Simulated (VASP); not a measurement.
The system is Cu.

```
Cu
1.0
     0.00000    1.80750    1.80750
     1.80750    0.00000    1.80750
     1.80750    1.80750    0.00000
Cu
1
Direct
  0.00000 0.00000 0.00000
```

```yaml
Program: VASP 6.6.1
Task: relaxation of cell and atoms
Functional: r2SCAN
Potentials_or_basis: VASP PAW PBE potentials, release 64 (Cu)
Cutoff: 600 eV
k_mesh: 11 × 11 × 11
Occupations: fermi-dirac, width 0.05 eV
Spin: no spin polarisation
```

At the start: pressure -4.5 GPa; volume 11.81 Å³/atom.

Task: Where does the relaxation end?

Result: Over 3 steps the energy falls by 4.9 meV/atom and the volume is 11.47 Å³/atom (-2.9 %); space group Fm-3m (No. 225, to 0.05 Å).

Step by step:
```csv
step,energy change (eV),largest force (eV/Å),pressure (GPa),volume (Å³)
1,0.0000,0.0000,-4.50,11.81
2,-0.0028,0.0000,3.17,11.25
3,-0.0049,0.0000,-0.10,11.47
```

Final structure:
```
Cu
1.0
     0.00000    1.78996    1.78996
     1.78996    0.00000    1.78996
     1.78996    1.78996    0.00000
Cu
1
Direct
  0.00000 0.00000 0.00000
```

Caveat: the PAW data sets were made with another functional, which shifts forces and pressure a little.
